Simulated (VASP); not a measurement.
Input of a VASP 6.6.1 run:

Contents of INCAR:

```
ALGO     = Normal         # electronic algorithm
EDIFF    = 1E-6           # SCF threshold, eV
ENCUT    = 520            # plane-wave cutoff, eV
GGA      = PE             # functional
ISIF     = 2              # what is computed and relaxed
ISMEAR   = -1             # smearing method
IVDW     = 12             # dispersion correction
LASPH    = T              # aspherical terms in the spheres
LCHARG   = T              # write CHGCAR
LELF     = T              # ELF
LREAL    = F              # projectors in reciprocal space
LVHAR    = T            
LWAVE    = F              # write WAVECAR
NBANDS   = 63             # bands
NELM     = 60             # most SCF steps
PREC     = Accurate       # precision mode
SIGMA    = 0.05           # smearing width, eV
```

Contents of KPOINTS:

```
k-points
0
Gamma
  4 4 3
```

The input POSCAR:

```
HfIn4SiO6
1.0
    2.6967418534     -4.6706204790      0.0093236693
    2.6967418534      4.6706204790      0.0093236693
   -1.8628235946      0.0000000000      7.2717885945
Hf In Si O
1 4 1 6
Direct
    0.7882633584      0.2117366416      0.0000000000
    0.6210870870      0.3789129130      0.5000000000
    0.4549090755      0.5450909245      0.0000000000
    0.2855346793      0.7144653207      0.5000000000
    0.9578712493      0.0421287507      0.5000000000
    0.1216007706      0.8783992294      0.0000000000
    0.0606896519      0.1123379428      0.8637403455
    0.8876620572      0.9393103481      0.1362596545
    0.7947720755      0.5371515226      0.8637372885
    0.4628484774      0.2052279245      0.1362627115
    0.1536336975      0.6300321796      0.1361413445
    0.3699678204      0.8463663025      0.8638586555
```

Potentials or basis: VASP PAW PBE potentials, release 64 (Hf_pv, In_d, Si, O).

Command:

```sh
$ cat potpaw_PBE.64/Hf_pv/POTCAR potpaw_PBE.64/In_d/POTCAR potpaw_PBE.64/Si/POTCAR potpaw_PBE.64/O/POTCAR > POTCAR
$ mpirun -np 1 vasp_std > vasp.out
```

**Question.** Estimate the largest force.

**Answer.** 0.140 eV/Å.

**Question.** Estimate the band gap on the k mesh.

**Answer.** Zero (bands 51 and 52 overlap by 1.20 eV).

Forces in eV/Å, atoms in the order of the input:
```
Hf   0.000  0.003  0.000
In   0.000  0.000  0.000
In   0.000  0.002  0.000
In   0.000  0.001  0.000
In   0.000 -0.001  0.000
Si   0.000  0.002  0.000
O   -0.053  0.120  0.035
O    0.053  0.120 -0.035
O   -0.082 -0.108  0.034
O    0.082 -0.108 -0.034
O   -0.132 -0.016 -0.036
O    0.132 -0.016  0.036
```

Caveat: three body term missing; spin-orbit coupling is left out, which moves the levels of the heavy elements.
